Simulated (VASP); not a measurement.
# WC (P-6m2) in VASP: a series of runs, part 2 of 2

VASP 6.6.1. The steps go on from the part before.

### Step 3. Electric field gradients, PBE (volume scaled by 0.98)

INCAR

```
ALGO = Normal ; EDIFF = 1E-8
ENCUT = 520 ; GGA = PE
ISIF = 2 ; ISMEAR = -1
LASPH = True ; LCHARG = False
LEFG = True ; LREAL = False
LWAVE = False ; NBANDS = 16
NELM = 80 ; PREC = Accurate
SIGMA = 0.05
```

KPOINTS

```
k-points
0
Gamma
  13 13 12
```

POSCAR

```
WC
1.0
    2.8810343969      0.0000000000      0.0000000000
   -1.4405171984      2.4950489769      0.0000000000
    0.0000000000      0.0000000000      2.8100128507
W C
1 1
Direct
    0.0000000000      0.0000000000      0.0000000000
    0.6666666667      0.3333333333      0.5000000000
```

Potentials or basis: VASP PAW PBE potentials, release 64 (W_sv, C).

On the command line:

```
$ cat potpaw_PBE.64/W_sv/POTCAR potpaw_PBE.64/C/POTCAR > POTCAR
$ mpirun -np 1 vasp_std > vasp.out
```

OUTCAR:

```text
EDIFF = 1E-8
   ENCUT = 520
   GGA = PE
   ISIF = 2
   ISMEAR = -1
   LASPH = True
   LREAL = False
   NELM = 80
   PREC = Accurate

 ion  position               nearest neighbor table
   1  0.000  0.000  0.000-   2 2.18   2 2.18   2 2.18   2 2.18   2 2.18   2 2.18
   2  0.667  0.333  0.500-   1 2.18   1 2.18   1 2.18   1 2.18   1 2.18   1 2.18

  LATTYP: Found a hexagonal cell.
 ALAT       =     2.8810343969
 C/A-ratio  =     0.9753485948

  Lattice vectors:

 A1 = (   2.8810343969,   0.0000000000,   0.0000000000)
 A2 = (  -1.4405171984,   2.4950489769,   0.0000000000)
 A3 = (   0.0000000000,   0.0000000000,   2.8100128507)

Analysis of symmetry for initial positions (statically):
=====================================================================
 Subroutine PRICEL returns:
 Original cell was already a primitive cell.

 Routine SETGRP: Setting up the symmetry group for a
 hexagonal supercell.

 Subroutine GETGRP returns: Found 12 space group operations
 (whereof 12 operations were pure point group operations)
 out of a pool of 24 trial point group operations.

The static configuration has the point symmetry D_3h.

Analysis of symmetry for dynamics (positions and initial velocities):
=====================================================================
 Subroutine PRICEL returns:
 Original cell was already a primitive cell.

 Routine SETGRP: Setting up the symmetry group for a
 hexagonal supercell.

 Subroutine GETGRP returns: Found 12 space group operations
 (whereof 12 operations were pure point group operations)
 out of a pool of 24 trial point group operations.

The dynamic configuration has the point symmetry D_3h.

 Subroutine INISYM returns: Found 12 space group operations
 (whereof 12 operations are pure point group operations),
 and found     1 'primitive' translations

----------------------------------------------------------------------------------------

                                     Primitive cell

  volume of cell :      20.1993

  direct lattice vectors                    reciprocal lattice vectors
     2.881034397  0.000000000  0.000000000     0.347097557  0.200396868  0.000000000
    -1.440517198  2.495048977  0.000000000     0.000000000  0.400793736  0.000000000
     0.000000000  0.000000000  2.810012851     0.000000000  0.000000000  0.355870259

  length of vectors
     2.881034397  2.881034397  2.810012851     0.400793736  0.400793736  0.355870259

  position of ions in fractional coordinates (direct lattice)
     0.000000000  0.000000000  0.000000000
     0.666666667  0.333333333  0.500000000

  ion indices of the primitive-cell ions
   primitive index   ion index
                 1           1
                 2           2

----------------------------------------------------------------------------------------

 KPOINTS: k-points

Automatic generation of k-mesh.
 Grid dimensions read from file:
[... 71 lines left out ...]
   ISIF   =      2    stress and relaxation
   ISYM   =      2    0-nonsym 1-usesym 2-fastsym
   POTIM  = 0.5000    time-step for ionic-motion
   TEBEG  =    0.0;   TEEND  =   0.0 temperature during run
   PSTRESS=    0.0 pullay stress
   NELECT =      18.0000    total number of electrons
   NUPDOWN=      -1.0000    fix difference up-down
   EMIN   =  10.00;   EMAX   =-10.00  energy-range for DOS
   EFERMI =   0.00;   METHOD = LEGACY
   ISMEAR =    -1;   SIGMA  =   0.05  broadening in eV -4-tet -1-fermi 0-gaus
   EFERMI_NEDOS =   21; number of points for ismear=-14 and -15
   IALGO  =     38    algorithm
   IMIX   =      4    mixing-type and parameters
     AMIX     =   0.40;   BMIX     =  1.00
     AMIX_MAG =   1.60;   BMIX_MAG =  1.00
  volume/ion in A,a.u.               =      10.10        68.16
  Fermi-wavevector in a.u.,A,eV,Ry     =   1.575386  2.977048 33.767509  2.481842
  Thomas-Fermi vector in A             =   2.676378
   LORBIT       =      0    0 simple, 1 ext, 2 COOP (PROOUT), +10 PAW based schemes
   GGA     = PE    functional components
   LHFCALC =     F    Hartree Fock is set to
   AEXX    =    0.0000 exact exchange contribution
   IVDW    =     0    specifies the selected vdW correction
   LEPSILON=     F    determine dielectric tensor
   LRPA    =     F    only Hartree local field effects (RPA)
 non-spin polarized calculation
  energy-cutoff  :      520.00
  volume of cell :       20.20
 maximum number of plane-waves:       568
 NGX is ok and might be reduce to    24
   NGX = 11   NGY = 11   NGZ = 11

 number of electron      18.0000000 magnetization

 Free energy of the ion-electron system (eV)
  ---------------------------------------------------
  ext. energy  EPLUGINS =         0.00000000
  ---------------------------------------------------
  free energy    TOTEN  =       -22.39986547 eV

  energy without entropy =      -22.39728502  energy(sigma->0) =      -22.39857525

 E-fermi :  11.4875     XC(G=0): -13.9505

 val. band max:       11.4764479399   @ k =   0.4615   0.0769   0.4167
 cond. band min:      11.5464406967   @ k =   0.0000   0.0000   0.0833
 fundamental gap:      0.0699927568
 Fermi energy:        11.4875231797

 k-point     1 :       0.0000    0.0000    0.0000
  band No.  band energies     occupation
      1     -62.4727      2.00000
      2     -26.4500      2.00000
      3     -26.3437      2.00000
      4     -26.3437      2.00000
      5      -3.1897      2.00000
      6       7.0028      2.00000
[... 433 lines left out ...]
      3     -26.4793      2.00000
      4     -26.3844      2.00000
      5      -2.4089      2.00000
      6       6.8193      2.00000
[... 8 lines left out ...]
     15      25.2887      0.00000
     16      29.6201      0.00000

 [... further k-points ...]

------------------------ aborting loop because EDIFF is reached ----------------------------------------

  FORCE on cell =-STRESS in cart. coord.  units (eV):
  Direction    XX          YY          ZZ          XY          YZ          ZX
  --------------------------------------------------------------------------------------
  -------------------------------------------------------------------------------------
  Total        2.2641546      2.2641546      2.4851730      0.0000000     -0.0000000      0.0000000
  in kB      179.5894601    179.5894601    197.1203159      0.0000000     -0.0000000      0.0000000
  external PRESSURE =     185.4330787 kB  Pullay stress =       0.0000000 kB

 VOLUME and BASIS-vectors are now :
 -----------------------------------------------------------------------------
  energy-cutoff  :      520.00
  volume of cell :       20.20
      direct lattice vectors                 reciprocal lattice vectors
     2.881034397  0.000000000  0.000000000     0.347097557  0.200396868  0.000000000
    -1.440517198  2.495048977  0.000000000     0.000000000  0.400793736  0.000000000
     0.000000000  0.000000000  2.810012851     0.000000000  0.000000000  0.355870259

 POSITION                                       TOTAL-FORCE (eV/Angst)
 -----------------------------------------------------------------------------------
      0.00000      0.00000      0.00000         0.000000     -0.000000      0.000000
      1.44052      0.83168      1.40501        -0.000000      0.000000      0.000000
 -----------------------------------------------------------------------------------
    total drift:                                0.000000     -0.000000      0.000000

  FREE ENERGIE OF THE ION-ELECTRON SYSTEM (eV)
  ---------------------------------------------------
  free  energy   TOTEN  =       -22.3998654711 eV

  energy  without entropy=      -22.3972850209  energy(sigma->0) =      -22.39857525

 Electric field gradients (V/A^2)
---------------------------------------------------------------------
 ion       V_xx      V_yy      V_zz      V_xy      V_xz      V_yz
---------------------------------------------------------------------
   1      76.482    76.483  -152.965     0.000     0.000     0.000
   2      -0.228    -0.227     0.455     0.000     0.000     0.000
---------------------------------------------------------------------

 Electric field gradients after diagonalization (V/A^2)
 (convention: |V_zz| > |V_xx| > |V_yy|)
----------------------------------------------------------------------
 ion       V_xx      V_yy      V_zz     asymmetry (V_yy - V_xx)/ V_zz
----------------------------------------------------------------------
   1      76.483    76.482  -152.965       0.000
   2      -0.228    -0.227     0.455       0.002
----------------------------------------------------------------------

           NMR quadrupolar parameters

 Cq : quadrupolar parameter    Cq=e*Q*V_zz/h
 eta: asymmetry parameters     (V_yy - V_xx)/ V_zz
 Q  : nuclear electric quadrupole moment in mb (millibarn)
----------------------------------------------------------------------
 ion       Cq(MHz)       eta       Q (mb)
----------------------------------------------------------------------
   1      -0.370       0.000       1.000
   2       0.001       0.002       1.000
----------------------------------------------------------------------
```

OSZICAR:

```text
N       E                     dE             d eps       ncg     rms          rms(c)
DAV:   1     0.110387613453E+03    0.11039E+03   -0.94468E+03  4712   0.126E+03
DAV:   2    -0.222948120044E+02   -0.13268E+03   -0.12846E+03  5616   0.338E+02
DAV:   3    -0.254477446871E+02   -0.31529E+01   -0.31441E+01  5208   0.498E+01
DAV:   4    -0.254633842999E+02   -0.15640E-01   -0.15639E-01  6176   0.396E+00
DAV:   5    -0.254634986428E+02   -0.11434E-03   -0.11434E-03  5200   0.318E-01    0.343E+01
DAV:   6    -0.224702535055E+02    0.29932E+01   -0.56172E+00  5664   0.257E+01    0.942E+00
DAV:   7    -0.224268752825E+02    0.43378E-01   -0.40480E-01  4896   0.486E+00    0.660E+00
DAV:   8    -0.224011683822E+02    0.25707E-01   -0.53457E-02  5328   0.195E+00    0.115E+00
DAV:   9    -0.223999062460E+02    0.12621E-02   -0.29963E-03  5232   0.400E-01    0.111E-01
DAV:  10    -0.223998693937E+02    0.36852E-04   -0.28771E-04  5552   0.192E-01    0.647E-02
DAV:  11    -0.223998664891E+02    0.29047E-05   -0.15788E-05  5384   0.356E-02    0.913E-03
DAV:  12    -0.223998655608E+02    0.92830E-06   -0.28372E-06  5216   0.150E-02    0.119E-03
DAV:  13    -0.223998655054E+02    0.55367E-07   -0.11084E-07  5784   0.285E-03    0.449E-04
DAV:  14    -0.223998654706E+02    0.34774E-07   -0.21002E-09  3416   0.420E-04    0.437E-05
DAV:  15    -0.223998654711E+02   -0.49704E-09   -0.13075E-10  2584   0.125E-04
   1 F= -.22399865E+02 E0= -.22398575E+02  d E =-.258045E-02
```

Wall time 82 s (1 thread of AMD EPYC 7R43 (Zen 3), shared host); peak memory 0.14 GiB.

Results:

```
Free energy            : -22.3999 eV
Pressure               : 18.5 GPa
Band gap on the k mesh : zero (band 9 reaches 12.17 eV, above the bottom of band 10 at 10.85 eV)
```

Stress tensor (GPa, compression positive):
```
17.96  0.00  0.00
 0.00 17.96  0.00
 0.00  0.00 19.71
```

Levels at points of the mesh, in eV from the Fermi level:
| k point | band 6 | band 7 | band 8 | band 9 | band 10 | band 11 | band 12 | band 13 |
| --- | --- | --- | --- | --- | --- | --- | --- | --- |
| (0.00, 0.00, 0.00) | -4.48 | -3.47 | -3.47 | 0.08 | 3.35 | 3.35 | 5.76 | 5.76 |
| (0.00, 0.00, 0.50) | -8.84 | -2.11 | -2.11 | -0.63 | -0.63 | 3.78 | 4.58 | 4.58 |

Electric field gradients, principal values (V/Å²):
| atom | least | middle | greatest (by size) |
| --- | --- | --- | --- |
| 1 W | 76.482 | 76.483 | -152.965 |
| 2 C | -0.227 | -0.228 | 0.455 |

Caveat: without QUAD_EFG the Cq values of the log hold for a quadrupole moment of 1 mb, not for the nuclei; spin-orbit coupling is left out, which moves the levels of the heavy elements.

### Step 4. Electric field gradients, PBE (volume scaled by 0.99)

INCAR

```
  ALGO = Normal
  EDIFF = 1E-8
  ENCUT = 520
  GGA = PE
  ISIF = 2
  ISMEAR = -1
  LASPH = T
  LCHARG = F
  LEFG = T
  LREAL = F
  LWAVE = F
  NBANDS = 16
  NELM = 80
  PREC = Accurate
  SIGMA = 0.05
```

KPOINTS is that of step 3.

POSCAR

```
WC
1.0
    2.8908006898      0.0000000000      0.0000000000
   -1.4454003449      2.5035068347      0.0000000000
    0.0000000000      0.0000000000      2.8195383909
W C
1 1
Direct
    0.0000000000      0.0000000000      0.0000000000
    0.6666666667      0.3333333333      0.5000000000
```

Potentials or basis: VASP PAW PBE potentials, release 64 (W_sv, C).

On the command line:

```
$ cat potpaw_PBE.64/W_sv/POTCAR potpaw_PBE.64/C/POTCAR > POTCAR
$ mpirun -np 1 vasp_std > vasp.out
```

OUTCAR:

```text
EDIFF = 1E-8
   ENCUT = 520
   GGA = PE
   ISIF = 2
   ISMEAR = -1
   LASPH = T
   LREAL = F
   NELM = 80
   PREC = Accurate

 ion  position               nearest neighbor table
   1  0.000  0.000  0.000-   2 2.18   2 2.18   2 2.18   2 2.18   2 2.18   2 2.18
   2  0.667  0.333  0.500-   1 2.18   1 2.18   1 2.18   1 2.18   1 2.18   1 2.18

  LATTYP: Found a hexagonal cell.
 ALAT       =     2.8908006898
 C/A-ratio  =     0.9753485949

  Lattice vectors:

[... 668 lines left out ...]

  FREE ENERGIE OF THE ION-ELECTRON SYSTEM (eV)
  ---------------------------------------------------
  free  energy   TOTEN  =       -22.4208477519 eV

  energy  without entropy=      -22.4181794937  energy(sigma->0) =      -22.41951362

 Electric field gradients (V/A^2)
---------------------------------------------------------------------
 ion       V_xx      V_yy      V_zz      V_xy      V_xz      V_yz
---------------------------------------------------------------------
   1      74.344    74.344  -148.688     0.000     0.000    -0.000
   2      -0.197    -0.197     0.394     0.000     0.000     0.000
---------------------------------------------------------------------

 Electric field gradients after diagonalization (V/A^2)
 (convention: |V_zz| > |V_xx| > |V_yy|)
----------------------------------------------------------------------
 ion       V_xx      V_yy      V_zz     asymmetry (V_yy - V_xx)/ V_zz
----------------------------------------------------------------------
   1      74.344    74.344  -148.688       0.000
   2      -0.197    -0.196     0.394       0.002
----------------------------------------------------------------------

           NMR quadrupolar parameters

 Cq : quadrupolar parameter    Cq=e*Q*V_zz/h
 eta: asymmetry parameters     (V_yy - V_xx)/ V_zz
 Q  : nuclear electric quadrupole moment in mb (millibarn)
----------------------------------------------------------------------
 ion       Cq(MHz)       eta       Q (mb)
----------------------------------------------------------------------
   1      -0.360       0.000       1.000
   2       0.001       0.002       1.000
----------------------------------------------------------------------
```

stdout:

```text
POSCAR found type information on POSCAR W C
 POSCAR found :  2 types and       2 ions
 scaLAPACK will be used
 LDA part: xc-table for (Slater+PW92), standard interpolation
 POSCAR, INCAR and KPOINTS ok, starting setup
 FFT: planning ... GRIDC
 FFT: planning ... GRID_SOFT
 FFT: planning ... GRID
 WAVECAR not read
 entering main loop
ion   1

ion   2
```

Wall time 77 s (1 thread of AMD EPYC 7R43 (Zen 3), shared host); peak memory 0.14 GiB.

What came out:

```yaml
Free_energy: -22.4208 eV
Pressure: 13.9 GPa
Band_gap_on_the_k_mesh: zero (band 9 reaches 12.02 eV, above the bottom of band 10 at 10.72 eV)
```

Electric field gradients, principal values (V/Å²):
```tsv
atom	least	middle	greatest (by size)
1 W	74.344	74.344	-148.688
2 C	-0.196	-0.197	0.394
```

Caveat: without QUAD_EFG the Cq values of the log hold for a quadrupole moment of 1 mb, not for the nuclei; spin-orbit coupling is left out, which moves the levels of the heavy elements.
